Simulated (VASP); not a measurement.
# Zn16S15N (a cell with a defect) in VASP: single point with PBE

Aim: the single point of Zn16S15N (a cell with a defect) with PBE.

All numbers are computed with VASP 6.6.1; they aren't measurements. Logs are shortened: lines on timing, memory, paths and dates and some standing lists are left out, and cuts for length are marked.

### 1 The cell of the first run

The cell holds a defect, 32 atoms: a = 7.612 Å, b = 7.612 Å, c = 12.476 Å, α = 90.00°, β = 90.00°, γ = 120.00°.

### 2 Single point, PBE

Contents of INCAR:

```
SYSTEM = Zn16S15N
PREC = Accurate
ENCUT = 520
EDIFF = 1E-7
ISMEAR = -1
SIGMA = 0.01
LREAL = Auto
LASPH = .True.
NELM = 100
ALGO = Normal
ISIF = 2
LWAVE = .False.
LCHARG = .False.
GGA = PE
NBANDS = 166
NELECT = 288.0
```

Contents of KPOINTS:

```
regular mesh
0
Gamma
  3 3 2
  0 0 0
```

Contents of POSCAR:

```
Zn16S15N
1.0
    7.6115929341      0.0000000000      0.0000000000
   -3.8057964671      6.5918328442      0.0000000000
    0.0000000000      0.0000000000     12.4759632600
Zn N S
16 1 15
Direct
    0.1666666667      0.3333333333      0.0306194911
    0.1666666667      0.3333333333      0.5008944254
    0.1680353804      0.8340176902      0.0034245553
    0.1695497923      0.8347748962      0.4955535681
    0.6659823098      0.3319646196      0.0034245553
    0.6652251038      0.3304502077      0.4955535681
    0.6659823098      0.8340176902      0.0034245553
    0.6652251038      0.8347748962      0.4955535681
    0.3092549103      0.1907450897      0.2384849680
    0.3329486538      0.1670513462      0.7544802402
    0.3092549103      0.6185098207      0.2384849680
    0.3329486538      0.6658973076      0.7544802402
    0.8814901793      0.1907450897      0.2384849680
    0.8341026924      0.1670513462      0.7544802402
    0.8333333333      0.6666666667      0.2438287362
    0.8333333333      0.6666666667      0.7493585660
    0.1666666667      0.3333333333      0.1883525290
    0.1666666667      0.3333333333      0.6887432946
    0.1713728501      0.8356864251      0.1895942168
    0.1686943601      0.8343471800      0.6862656158
    0.6643135749      0.3286271499      0.1895942168
    0.6656528200      0.3313056399      0.6862656158
    0.6643135749      0.8356864251      0.1895942168
    0.6656528200      0.8343471800      0.6862656158
    0.3314896714      0.1685103286      0.4325120694
    0.3301455843      0.1698544157      0.9416458580
    0.3314896714      0.6629793428      0.4325120694
    0.3301455843      0.6602911686      0.9416458580
    0.8370206572      0.1685103286      0.4325120694
    0.8397088314      0.1698544157      0.9416458580
    0.8333333333      0.6666666667      0.4356437056
    0.8333333333      0.6666666667      0.9366759776
```

Potentials or basis: VASP PAW PBE potentials, release 64 (Zn, N, S).

Started as:

```console
cat potpaw_PBE.64/Zn/POTCAR potpaw_PBE.64/N/POTCAR potpaw_PBE.64/S/POTCAR > POTCAR
mpirun -np 1 vasp_std > vasp.out
```

OUTCAR:

```text
SYSTEM = Zn16S15N
   PREC = Accurate
   ENCUT = 520
   EDIFF = 1E-7
   ISMEAR = -1
   LREAL = Auto
   LASPH = .True.
   NELM = 100
   ISIF = 2
   GGA = PE
   NELECT = 288.0

 ion  position               nearest neighbor table
   1  0.167  0.333  0.031-  17 1.97  26 2.42  30 2.42  28 2.42
   2  0.167  0.333  0.501-  25 2.33  29 2.33  27 2.33  18 2.34
   3  0.168  0.834  0.003-  19 2.32  26 2.34  28 2.34  32 2.36
   4  0.170  0.835  0.496-  25 2.34  27 2.34  31 2.34  20 2.38
   5  0.666  0.332  0.003-  21 2.32  26 2.34  30 2.34  32 2.36
   6  0.665  0.330  0.496-  25 2.34  29 2.34  31 2.34  22 2.38
[... 24 lines left out ...]
  31  0.833  0.667  0.436-   4 2.34   6 2.34   8 2.34  15 2.39
  32  0.833  0.667  0.937-  16 2.34   7 2.36   3 2.36   5 2.36

  LATTYP: Found a hexagonal cell.
 ALAT       =     7.6115929341
 C/A-ratio  =     1.6390738927

  Lattice vectors:

 A1 = (   7.6115929341,   0.0000000000,   0.0000000000)
 A2 = (  -3.8057964671,   6.5918328442,   0.0000000000)
 A3 = (   0.0000000000,   0.0000000000,  12.4759632600)

Analysis of symmetry for initial positions (statically):
=====================================================================
 Subroutine PRICEL returns:
 Original cell was already a primitive cell.

 Routine SETGRP: Setting up the symmetry group for a
 hexagonal supercell.

 Subroutine GETGRP returns: Found  6 space group operations
 (whereof  2 operations were pure point group operations)
 out of a pool of 24 trial point group operations.

The static configuration has the point symmetry C_1h.
 The point group associated with its full space group is C_3v.

Analysis of symmetry for dynamics (positions and initial velocities):
=====================================================================
 Subroutine PRICEL returns:
 Original cell was already a primitive cell.

 Routine SETGRP: Setting up the symmetry group for a
 hexagonal supercell.

 Subroutine GETGRP returns: Found  6 space group operations
 (whereof  2 operations were pure point group operations)
 out of a pool of 24 trial point group operations.

The dynamic configuration has the point symmetry C_1h.
 The point group associated with its full space group is C_3v.

 Subroutine INISYM returns: Found  6 space group operations
 (whereof  2 operations are pure point group operations),
 and found     1 'primitive' translations

[... 137 lines left out ...]
   EDIFFG = 0.1E-05   stopping-criterion for IOM
   NSW    =      0    number of steps for IOM
   IBRION =     -1    ionic relax: 0-MD 1-quasi-New 2-CG
   NFREE  =      0    steps in history (QN), initial steepest desc. (CG)
   ISIF   =      2    stress and relaxation
   ISYM   =      2    0-nonsym 1-usesym 2-fastsym
   POTIM  = 0.5000    time-step for ionic-motion
   TEBEG  =    0.0;   TEEND  =   0.0 temperature during run
   PSTRESS=    0.0 pullay stress
   NELECT =     288.0000    total number of electrons
   NUPDOWN=      -1.0000    fix difference up-down
   EMIN   =  10.00;   EMAX   =-10.00  energy-range for DOS
   EFERMI =   0.00;   METHOD = LEGACY
   ISMEAR =    -1;   SIGMA  =   0.01  broadening in eV -4-tet -1-fermi 0-gaus
   EFERMI_NEDOS =   21; number of points for ismear=-14 and -15
   IALGO  =     38    algorithm
   IMIX   =      4    mixing-type and parameters
     AMIX     =   0.40;   BMIX     =  1.00
     AMIX_MAG =   1.60;   BMIX_MAG =  1.00
  volume/ion in A,a.u.               =      19.56       132.01
  Fermi-wavevector in a.u.,A,eV,Ry     =   1.263825  2.388284 21.731966  1.597254
  Thomas-Fermi vector in A             =   2.397162
   LORBIT       =      0    0 simple, 1 ext, 2 COOP (PROOUT), +10 PAW based schemes
   GGA     = PE    functional components
   LHFCALC =     F    Hartree Fock is set to
   AEXX    =    0.0000 exact exchange contribution
   IVDW    =     0    specifies the selected vdW correction
   LEPSILON=     F    determine dielectric tensor
   LRPA    =     F    only Hartree local field effects (RPA)
 non-spin polarized calculation
  energy-cutoff  :      520.00
  volume of cell :      625.97
 maximum number of plane-waves:     16908
 NGX is ok and might be reduce to    60
   NGX = 29   NGY = 29   NGZ = 47

 number of electron     288.0000060 magnetization

 Free energy of the ion-electron system (eV)
  ---------------------------------------------------
  ext. energy  EPLUGINS =         0.00000000
  ---------------------------------------------------
  free energy    TOTEN  =      -108.45951390 eV

  energy without entropy =     -108.45951390  energy(sigma->0) =     -108.45951390

 E-fermi :   2.3772     XC(G=0):  -9.6462

 val. band max:        2.1536666364   @ k =   0.0000   0.0000   0.0000
 cond. band min:       3.9824034833   @ k =   0.0000   0.0000   0.0000
 fundamental gap:      1.8287368468
 Fermi energy:         2.3771691539

 k-point     1 :       0.0000    0.0000    0.0000
  band No.  band energies     occupation
      1     -11.1886      2.00000
      2     -10.9082      2.00000
      3     -10.6971      2.00000
      4     -10.4858      2.00000
      5     -10.2686      2.00000
      6     -10.2437      2.00000
[... 943 lines left out ...]
    155       6.9998      0.00000
    156       7.0228      0.00000
 [bands above 156 left out]

------------------------ aborting loop because EDIFF is reached ----------------------------------------

  FORCE on cell =-STRESS in cart. coord.  units (eV):
  Direction    XX          YY          ZZ          XY          YZ          ZX
  --------------------------------------------------------------------------------------
  -------------------------------------------------------------------------------------
  Total        9.4175242      9.4175242      9.9114898     -0.0000000      0.0000000      0.0000000
  in kB       24.1041321     24.1041321     25.3684361     -0.0000000      0.0000000      0.0000000
  external PRESSURE =      24.5255668 kB  Pullay stress =       0.0000000 kB

 VOLUME and BASIS-vectors are now :
 -----------------------------------------------------------------------------
  energy-cutoff  :      520.00
  volume of cell :      625.97
      direct lattice vectors                 reciprocal lattice vectors
     7.611592934  0.000000000  0.000000000     0.131378544  0.075851438  0.000000000
    -3.805796467  6.591832844  0.000000000     0.000000000  0.151702876  0.000000000
     0.000000000  0.000000000 12.475963260     0.000000000  0.000000000  0.080154132

 POSITION                                       TOTAL-FORCE (eV/Angst)
 -----------------------------------------------------------------------------------
      0.00000      2.19728      0.38201         0.000000      0.000000     -0.024750
      0.00000      2.19728      6.24914         0.000000      0.000000      0.000590
     -1.89508      5.49771      0.04272        -0.005907     -0.003410      0.005880
     -1.88644      5.50270      6.18251         0.001160      0.000670      0.000437
      3.80580      2.18826      0.04272        -0.000000      0.006821      0.005880
      3.80580      2.17827      6.18251         0.000000     -0.001339      0.000437
[... 24 lines left out ...]
      3.80580      4.39456      5.43507        -0.000000      0.000000     -0.000976
      3.80580      4.39456     11.68594         0.000000      0.000000     -0.008519
 -----------------------------------------------------------------------------------
    total drift:                               -0.000002     -0.000001     -0.019375

  FREE ENERGIE OF THE ION-ELECTRON SYSTEM (eV)
  ---------------------------------------------------
  free  energy   TOTEN  =      -108.4595138950 eV

  energy  without entropy=     -108.4595138950  energy(sigma->0) =     -108.45951390
```

OSZICAR:

```text
N       E                     dE             d eps       ncg     rms          rms(c)
DAV:   1     0.295646729681E+04    0.29565E+04   -0.12590E+05  1992   0.211E+03
DAV:   2     0.486513140054E+03   -0.24700E+04   -0.23957E+04  1992   0.541E+02
DAV:   3    -0.610304381470E+02   -0.54754E+03   -0.52127E+03  2136   0.207E+02
[... 15 lines left out ...]
DAV:  19    -0.108459514045E+03   -0.67637E-06   -0.47083E-06  2800   0.107E-02    0.723E-03
DAV:  20    -0.108459514052E+03   -0.72687E-08   -0.30409E-06  2736   0.964E-03    0.238E-03
DAV:  21    -0.108459514060E+03   -0.85565E-08   -0.11891E-06  2408   0.733E-03    0.286E-03
DAV:  22    -0.108459513918E+03    0.14234E-06   -0.29051E-07  1664   0.430E-03    0.176E-03
DAV:  23    -0.108459513895E+03    0.23123E-07   -0.29857E-07  1592   0.161E-03
   1 F= -.10845951E+03 E0= -.10845951E+03  d E =-.103785E-10
```

stdout:

```text
POSCAR found type information on POSCAR ZnN S
 POSCAR found :  3 types and      32 ions
 scaLAPACK will be used
 LDA part: xc-table for (Slater+PW92), standard interpolation
 POSCAR, INCAR and KPOINTS ok, starting setup
 FFT: planning ... GRIDC
 FFT: planning ... GRID_SOFT
 FFT: planning ... GRID
 WAVECAR not read
 entering main loop
 the old and the new charge density differ
 old charge density:   287.00000 new  288.00001
    0.289E+01
```

It took 22 min on 1 thread of Intel Xeon 6975P-C (Granite Rapids), shared host; peak memory 0.92 GiB.

Results:

```yaml
Free_energy: -108.4595 eV
Largest_force: 0.032 eV/Å
```

Forces on the atoms (eV/Å):
```
Zn   0.000  0.000 -0.025
Zn   0.000  0.000  0.001
Zn  -0.006 -0.003  0.006
Zn   0.001  0.001  0.000
Zn   0.000  0.007  0.006
Zn   0.000 -0.001  0.000
Zn   0.006 -0.003  0.006
Zn  -0.001  0.001  0.000
Zn   0.028 -0.016  0.002
Zn   0.001  0.000 -0.001
Zn   0.000  0.032  0.002
Zn   0.000  0.001 -0.001
Zn  -0.028 -0.016  0.002
Zn  -0.001  0.000 -0.001
Zn   0.000  0.000 -0.008
Zn   0.000  0.000  0.001
N    0.000  0.000 -0.001
S    0.000  0.000  0.002
S    0.010  0.006  0.008
S    0.000  0.000 -0.002
S    0.000 -0.012  0.008
S    0.000  0.000 -0.002
S   -0.010  0.006  0.008
S    0.000  0.000 -0.002
S    0.008 -0.004  0.003
S   -0.006  0.004 -0.004
S    0.000  0.009  0.003
S    0.000 -0.007 -0.004
S   -0.008 -0.004  0.003
S    0.006  0.004 -0.004
S    0.000  0.000 -0.001
S    0.000  0.000 -0.009
```

Caveat: the cell carries a net charge on a neutralising background, which shifts energy and pressure; the cell is charged against a uniform background, so pressure and absolute levels hang on convention.
